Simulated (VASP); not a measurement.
# MgO (Periclase) (Fm-3m) in VASP: further runs

Runs on MgO (Periclase). Level: PBEsol. Tasks: single point.

Program: VASP 6.6.1. These are calculated values, not measurements. Logs are shortened: lines on timing, memory, paths and dates and some standing lists are left out, and cuts for length are marked.

### Step 1. The cell of the first run

It takes space group Fm-3m (No. 225, cubic). The conventional cell has a = 4.259 Å, b = 4.259 Å, c = 4.259 Å, α = 90.00°, β = 90.00°, γ = 90.00°. Within 2.8 Å of Mg (site symmetry m-3m) lie 6 O at 2.13 Å. O (site symmetry m-3m) has 6 Mg at 2.13 Å within 2.8 Å.

### Step 2. Single point, PBEsol

INCAR

```
SYSTEM = MgO
PREC = Accurate ; ENCUT = 520
EDIFF = 1E-6 ; ISMEAR = 0
SIGMA = 0.01 ; LREAL = .False.
LASPH = .True. ; NELM = 60
ALGO = Normal ; ISIF = 2
LWAVE = .False. ; LCHARG = .False.
GGA = PS ; NBANDS = 11
```

KPOINTS

```
Automatic mesh
0
Gamma
  8 8 8
  0 0 0
```

POSCAR

```
MgO
1.0
    0.0000000000      2.1293775954      2.1293775954
    2.1293775954      0.0000000000      2.1293775954
    2.1293775954      2.1293775954      0.0000000000
Mg O
1 1
Direct
    0.0000000000      0.0000000000      0.0000000000
    0.5000000000      0.5000000000      0.5000000000
```

Potentials or basis: VASP PAW PBE potentials, release 64 (Mg, O).

On the command line:

```
$ cat potpaw_PBE.64/Mg/POTCAR potpaw_PBE.64/O/POTCAR > POTCAR
$ mpirun -np 1 vasp_std > vasp.out
```

OUTCAR:

```text
SYSTEM = MgO
   PREC = Accurate
   ENCUT = 520
   EDIFF = 1E-6
   ISMEAR = 0
   LREAL = .False.
   LASPH = .True.
   NELM = 60
   ISIF = 2
   GGA = PS

 ion  position               nearest neighbor table
   1  0.000  0.000  0.000-   2 2.13   2 2.13   2 2.13   2 2.13   2 2.13   2 2.13
   2  0.500  0.500  0.500-   1 2.13   1 2.13   1 2.13   1 2.13   1 2.13   1 2.13

  LATTYP: Found a face centered cubic cell.
 ALAT       =     4.2587551908

  Lattice vectors:

 A1 = (   0.0000000000,   2.1293775954,   2.1293775954)
 A2 = (   2.1293775954,   0.0000000000,   2.1293775954)
 A3 = (   2.1293775954,   2.1293775954,   0.0000000000)

Analysis of symmetry for initial positions (statically):
=====================================================================
 Subroutine PRICEL returns:
 Original cell was already a primitive cell.

 Routine SETGRP: Setting up the symmetry group for a
 face centered cubic supercell.

 Subroutine GETGRP returns: Found 48 space group operations
 (whereof 48 operations were pure point group operations)
 out of a pool of 48 trial point group operations.

The static configuration has the point symmetry O_h .

Analysis of symmetry for dynamics (positions and initial velocities):
=====================================================================
 Subroutine PRICEL returns:
 Original cell was already a primitive cell.

 Routine SETGRP: Setting up the symmetry group for a
 face centered cubic supercell.

 Subroutine GETGRP returns: Found 48 space group operations
 (whereof 48 operations were pure point group operations)
 out of a pool of 48 trial point group operations.

The dynamic configuration has the point symmetry O_h .

 Subroutine INISYM returns: Found 48 space group operations
 (whereof 48 operations are pure point group operations),
 and found     1 'primitive' translations

----------------------------------------------------------------------------------------

                                     Primitive cell

  volume of cell :      19.3103

  direct lattice vectors                    reciprocal lattice vectors
     0.000000000  2.129377595  2.129377595    -0.234810398  0.234810398  0.234810398
     2.129377595  0.000000000  2.129377595     0.234810398 -0.234810398  0.234810398
     2.129377595  2.129377595  0.000000000     0.234810398  0.234810398 -0.234810398

  length of vectors
     3.011394675  3.011394675  3.011394675     0.406703539  0.406703539  0.406703539

  position of ions in fractional coordinates (direct lattice)
     0.000000000  0.000000000  0.000000000
     0.500000000  0.500000000  0.500000000

  ion indices of the primitive-cell ions
   primitive index   ion index
                 1           1
                 2           2

----------------------------------------------------------------------------------------

 KPOINTS: Automatic mesh

Automatic generation of k-mesh.
 Grid dimensions read from file:
 generate k-points for:    8    8    8

 Generating k-lattice:

  Cartesian coordinates                     Fractional coordinates (reciprocal lattice)
    -0.029351300  0.029351300  0.029351300     0.125000000  0.000000000  0.000000000
     0.029351300 -0.029351300  0.029351300     0.000000000  0.125000000  0.000000000
     0.029351300  0.029351300 -0.029351300     0.000000000  0.000000000  0.125000000

  Length of vectors
     0.050837942  0.050837942  0.050837942

  Shift w.r.t. Gamma in fractional coordinates (k-lattice)
     0.000000000  0.000000000  0.000000000

 Subroutine IBZKPT returns following result:
 ===========================================

 Found     29 irreducible k-points:

 Following reciprocal coordinates:
            Coordinates               Weight
  0.000000  0.000000  0.000000      1.000000
  0.125000  0.000000  0.000000      8.000000
  0.250000  0.000000  0.000000      8.000000
  0.375000  0.000000  0.000000      8.000000
  0.500000  0.000000  0.000000      4.000000
  0.125000  0.125000  0.000000      6.000000
[... 16 lines left out ...]
  0.500000  0.250000  0.125000     48.000000
 -0.375000  0.250000  0.125000     24.000000
 [... further k-points ...]
   k-points           NKPTS =     29   k-points in BZ     NKDIM =     29   number of bands    NBANDS=     11
   number of dos      NEDOS =    301   number of ions     NIONS =      2
   total plane-waves  NPLWV =  13824
   dimension x,y,z NGX =    24 NGY =   24 NGZ =   24
   dimension x,y,z NGXF=    48 NGYF=   48 NGZF=   48
   ions per type =               1   1
   NGX,Y,Z   is equivalent  to a cutoff of  13.25, 13.25, 13.25 a.u.
   NGXF,Y,Z  is equivalent  to a cutoff of  26.50, 26.50, 26.50 a.u.
 SYSTEM =  MgO
   PREC   = accura    normal or accurate (medium, high low for compatibility)
   ISTART =      0    job   : 0-new  1-cont  2-samecut
   ICHARG =      2    charge: 1-file 2-atom 10-const
   ISPIN  =      1    spin polarized calculation?
   LNONCOLLINEAR =      F non collinear calculations
   LSORBIT =      F    spin-orbit coupling
   LASPH  =      T    aspherical Exc in radial PAW
   ENCUT  =  520.0 eV  38.22 Ry    6.18 a.u.   5.60  5.60  5.60*2*pi/ulx,y,z
   NELM   =     60;   NELMIN=  2; NELMDL= -5     # of ELM steps
   EDIFF  = 0.1E-05   stopping-criterion for ELM
   LREAL  =      F    real-space projection
   EDIFFG = 0.1E-04   stopping-criterion for IOM
   NSW    =      0    number of steps for IOM
   IBRION =     -1    ionic relax: 0-MD 1-quasi-New 2-CG
   NFREE  =      0    steps in history (QN), initial steepest desc. (CG)
   ISIF   =      2    stress and relaxation
   ISYM   =      2    0-nonsym 1-usesym 2-fastsym
   POTIM  = 0.5000    time-step for ionic-motion
   TEBEG  =    0.0;   TEEND  =   0.0 temperature during run
   PSTRESS=    0.0 pullay stress
   NELECT =       8.0000    total number of electrons
   NUPDOWN=      -1.0000    fix difference up-down
   EMIN   =  10.00;   EMAX   =-10.00  energy-range for DOS
   EFERMI =   0.00;   METHOD = LEGACY
   ISMEAR =     0;   SIGMA  =   0.01  broadening in eV -4-tet -1-fermi 0-gaus
   EFERMI_NEDOS =   21; number of points for ismear=-14 and -15
   IALGO  =     38    algorithm
   IMIX   =      4    mixing-type and parameters
     AMIX     =   0.40;   BMIX     =  1.00
     AMIX_MAG =   1.60;   BMIX_MAG =  1.00
  volume/ion in A,a.u.               =       9.66        65.16
  Fermi-wavevector in a.u.,A,eV,Ry     =   1.220419  2.306257 20.264810  1.489422
  Thomas-Fermi vector in A             =   2.355637
   LORBIT       =      0    0 simple, 1 ext, 2 COOP (PROOUT), +10 PAW based schemes
   GGA     = PS    functional components
   LHFCALC =     F    Hartree Fock is set to
   AEXX    =    0.0000 exact exchange contribution
   IVDW    =     0    specifies the selected vdW correction
   LEPSILON=     F    determine dielectric tensor
   LRPA    =     F    only Hartree local field effects (RPA)
 non-spin polarized calculation
 Gauss-broadening in eV      SIGMA  =   0.01
  energy-cutoff  :      520.00
  volume of cell :       19.31
 maximum number of plane-waves:       534
 NGX is ok and might be reduce to    24
   NGX = 11   NGY = 11   NGZ = 11

 number of electron       8.0000003 magnetization

 Free energy of the ion-electron system (eV)
  ---------------------------------------------------
  ext. energy  EPLUGINS =         0.00000000
  ---------------------------------------------------
  free energy    TOTEN  =       -12.50229638 eV

  energy without entropy =      -12.50229638  energy(sigma->0) =      -12.50229638

 E-fermi :   2.9100     XC(G=0): -11.1514

 val. band max:        2.8236031153   @ k =   0.0000   0.0000   0.0000
 cond. band min:       7.1453168841   @ k =   0.0000   0.0000   0.0000
 fundamental gap:      4.3217137688
 Fermi energy:         2.9099737793

 k-point     1 :       0.0000    0.0000    0.0000
  band No.  band energies     occupation
      1     -14.2140      2.00000
      2       2.8236      2.00000
      3       2.8236      2.00000
      4       2.8236      2.00000
      5       7.1453      0.00000
      6      18.2718      0.00000
      7      18.2718      0.00000
      8      18.2718      0.00000
      9      22.0284      0.00000
     10      23.8735      0.00000
     11      23.8735      0.00000

 k-point     2 :       0.1250    0.0000    0.0000
  band No.  band energies     occupation
      1     -14.0570      2.00000
      2       1.8646      2.00000
      3       2.7247      2.00000
      4       2.7247      2.00000
      5       8.0707      0.00000
      6      16.5905      0.00000
      7      18.6132      0.00000
      8      18.6132      0.00000
      9      22.8547      0.00000
     10      22.8547      0.00000
     11      24.1154      0.00000

 k-point     3 :       0.2500    0.0000    0.0000
  band No.  band energies     occupation
      1     -13.6495      2.00000
      2       0.1895      2.00000
      3       2.4968      2.00000
      4       2.4968      2.00000
      5       9.5172      0.00000
      6      15.0286      0.00000
      7      19.0544      0.00000
      8      19.0544      0.00000
      9      22.4599      0.00000
     10      22.4599      0.00000
     11      24.1503      0.00000

 k-point     4 :       0.3750    0.0000    0.0000
  band No.  band energies     occupation
      1     -13.1915      2.00000
      2      -1.1796      2.00000
      3       2.2823      2.00000
      4       2.2823      2.00000
      5      10.2534      0.00000
      6      14.7683      0.00000
      7      18.8425      0.00000
      8      18.8425      0.00000
      9      23.3935      0.00000
     10      23.7391      0.00000
     11      23.7391      0.00000
[... 239 lines left out ...]
 k-point    22 :       0.3750    0.2500    0.1250
  band No.  band energies     occupation
      1     -13.3573      2.00000
      2      -0.1564      2.00000
      3       1.6966      2.00000
      4       2.2287      2.00000
      5      10.9012      0.00000
      6      13.9962      0.00000
      7      17.4207      0.00000
      8      19.8542      0.00000
      9      20.4754      0.00000
     10      24.7352      0.00000
     11      27.9491      0.00000

 k-point    23 :       0.5000    0.2500    0.1250
  band No.  band energies     occupation
      1     -12.9964      2.00000
      2      -0.8236      2.00000
      3       1.1324      2.00000
      4       1.9830      2.00000
      5      11.9215      0.00000
      6      14.1043      0.00000
      7      16.2737      0.00000
      8      19.4414      0.00000
      9      21.9973      0.00000
     10      24.6565      0.00000
     11      28.1747      0.00000

 k-point    24 :      -0.3750    0.2500    0.1250
  band No.  band energies     occupation
      1     -12.8363      2.00000
      2      -1.1058      2.00000
      3       0.9287      2.00000
      4       1.8661      2.00000
      5      12.1241      0.00000
      6      14.5898      0.00000
      7      15.8575      0.00000
      8      19.1957      0.00000
      9      22.8149      0.00000
     10      24.3128      0.00000
     11      28.3225      0.00000

 [... further k-points ...]
[... 5 lines left out ...]
  --------------------------------------------------------------------------------------
  -------------------------------------------------------------------------------------
  Total       -0.6288833     -0.6288833     -0.6288833      0.0000000      0.0000000      0.0000000
  in kB      -52.1786243    -52.1786243    -52.1786243      0.0000000      0.0000000      0.0000000
  external PRESSURE =     -52.1786243 kB  Pullay stress =       0.0000000 kB

 VOLUME and BASIS-vectors are now :
 -----------------------------------------------------------------------------
  energy-cutoff  :      520.00
  volume of cell :       19.31
      direct lattice vectors                 reciprocal lattice vectors
     0.000000000  2.129377595  2.129377595    -0.234810398  0.234810398  0.234810398
     2.129377595  0.000000000  2.129377595     0.234810398 -0.234810398  0.234810398
     2.129377595  2.129377595  0.000000000     0.234810398  0.234810398 -0.234810398

 POSITION                                       TOTAL-FORCE (eV/Angst)
 -----------------------------------------------------------------------------------
      0.00000      0.00000      0.00000         0.000000     -0.000000      0.000000
      2.12938      2.12938      2.12938        -0.000000      0.000000     -0.000000
 -----------------------------------------------------------------------------------
    total drift:                               -0.000000     -0.000000      0.000000

  FREE ENERGIE OF THE ION-ELECTRON SYSTEM (eV)
  ---------------------------------------------------
  free  energy   TOTEN  =       -12.5022963787 eV

  energy  without entropy=      -12.5022963787  energy(sigma->0) =      -12.50229638
```

It took 11 s on 1 thread of Intel Xeon 8259CL, shared host; peak memory 0.14 GiB.

Results:

| Quantity | Value |
| --- | --- |
| Free energy | -12.5023 eV |
| Pressure | -5.2 GPa |
| Band gap on the k mesh | 4.32 eV, direct |

Caveat: the PAW data sets were made with another functional, which shifts forces and pressure a little. As with any semilocal functional, this PBEsol gap is likely too small.

### Step 3. Single point, PBEsol

This run uses another cell than the first one, of 9.94 Å³/atom, 1.029 times its volume.

INCAR

```
  ALGO = Normal
  EDIFF = 1E-6
  ENCUT = 520
  GGA = PS
  ISIF = 2
  ISMEAR = 0
  LASPH = T
  LCHARG = F
  LREAL = F
  LWAVE = F
  NBANDS = 11
  NELM = 100
  PREC = Accurate
  SIGMA = 0.01
```

KPOINTS

```
k-points
0
Gamma
  8 8 8
```

POSCAR

```
MgO
1.0
    0.0000000000      2.1498536361      2.1498536361
    2.1498536361      0.0000000000      2.1498536361
    2.1498536361      2.1498536361      0.0000000000
Mg O
1 1
Direct
    0.0000000000      0.0000000000      0.0000000000
    0.5000000000      0.5000000000      0.5000000000
```

Potentials or basis: VASP PAW PBE potentials, release 64 (Mg, O).

On the command line:

```
$ cat potpaw_PBE.64/Mg/POTCAR potpaw_PBE.64/O/POTCAR > POTCAR
$ mpirun -np 1 vasp_std > vasp.out
```

OUTCAR:

```text
EDIFF = 1E-6
   ENCUT = 520
   GGA = PS
   ISIF = 2
   ISMEAR = 0
   LASPH = T
   LREAL = F
   NELM = 100
   PREC = Accurate

 ion  position               nearest neighbor table
   1  0.000  0.000  0.000-   2 2.15   2 2.15   2 2.15   2 2.15   2 2.15   2 2.15
   2  0.500  0.500  0.500-   1 2.15   1 2.15   1 2.15   1 2.15   1 2.15   1 2.15

  LATTYP: Found a face centered cubic cell.
 ALAT       =     4.2997072722

  Lattice vectors:

 A1 = (   0.0000000000,   2.1498536361,   2.1498536361)
 A2 = (   2.1498536361,   0.0000000000,   2.1498536361)
 A3 = (   2.1498536361,   2.1498536361,   0.0000000000)

Analysis of symmetry for initial positions (statically):
=====================================================================
 Subroutine PRICEL returns:
 Original cell was already a primitive cell.

 Routine SETGRP: Setting up the symmetry group for a
 face centered cubic supercell.

 Subroutine GETGRP returns: Found 48 space group operations
 (whereof 48 operations were pure point group operations)
 out of a pool of 48 trial point group operations.

The static configuration has the point symmetry O_h .

Analysis of symmetry for dynamics (positions and initial velocities):
[... 165 lines left out ...]

 k-point     1 :       0.0000    0.0000    0.0000
  band No.  band energies     occupation
      1     -14.2780      2.00000
      2       2.6191      2.00000
      3       2.6191      2.00000
      4       2.6191      2.00000
      5       6.6803      0.00000
      6      17.9073      0.00000
      7      17.9073      0.00000
      8      17.9073      0.00000
      9      21.5909      0.00000
     10      23.4033      0.00000
     11      23.4033      0.00000
[... 309 lines left out ...]
 k-point    24 :      -0.3750    0.2500    0.1250
  band No.  band energies     occupation
      1     -12.9767      2.00000
      2      -1.2017      2.00000
      3       0.7859      2.00000
      4       1.6982      2.00000
      5      11.7229      0.00000
      6      14.1091      0.00000
      7      15.3673      0.00000
      8      18.6522      0.00000
      9      22.2825      0.00000
     10      23.7339      0.00000
     11      27.6729      0.00000

 [... further k-points ...]
[... 5 lines left out ...]
  --------------------------------------------------------------------------------------
  -------------------------------------------------------------------------------------
  Total       -1.1125269     -1.1125269     -1.1125269      0.0000000      0.0000000     -0.0000000
  in kB      -89.6942155    -89.6942155    -89.6942155      0.0000000      0.0000000     -0.0000000
  external PRESSURE =     -89.6942155 kB  Pullay stress =       0.0000000 kB

 VOLUME and BASIS-vectors are now :
 -----------------------------------------------------------------------------
  energy-cutoff  :      520.00
  volume of cell :       19.87
      direct lattice vectors                 reciprocal lattice vectors
     0.000000000  2.149853636  2.149853636    -0.232573972  0.232573972  0.232573972
     2.149853636  0.000000000  2.149853636     0.232573972 -0.232573972  0.232573972
     2.149853636  2.149853636  0.000000000     0.232573972  0.232573972 -0.232573972

 POSITION                                       TOTAL-FORCE (eV/Angst)
 -----------------------------------------------------------------------------------
      0.00000      0.00000      0.00000         0.000000      0.000000     -0.000000
      2.14985      2.14985      2.14985        -0.000000     -0.000000      0.000000
 -----------------------------------------------------------------------------------
    total drift:                               -0.000000     -0.000000      0.000000

  FREE ENERGIE OF THE ION-ELECTRON SYSTEM (eV)
  ---------------------------------------------------
  free  energy   TOTEN  =       -12.4779123835 eV

  energy  without entropy=      -12.4779123835  energy(sigma->0) =      -12.47791238
```

Run time: 11 s. Hardware: 1 thread of Intel Xeon 8259CL, shared host; peak memory 0.14 GiB.

What came out:

| Item | Value |
| --- | --- |
| Free energy | -12.4779 eV |
| Pressure | -9.0 GPa |
| Band gap on the k mesh | 4.06 eV, direct |

Caveat: the PAW data sets were made with another functional, which shifts forces and pressure a little.
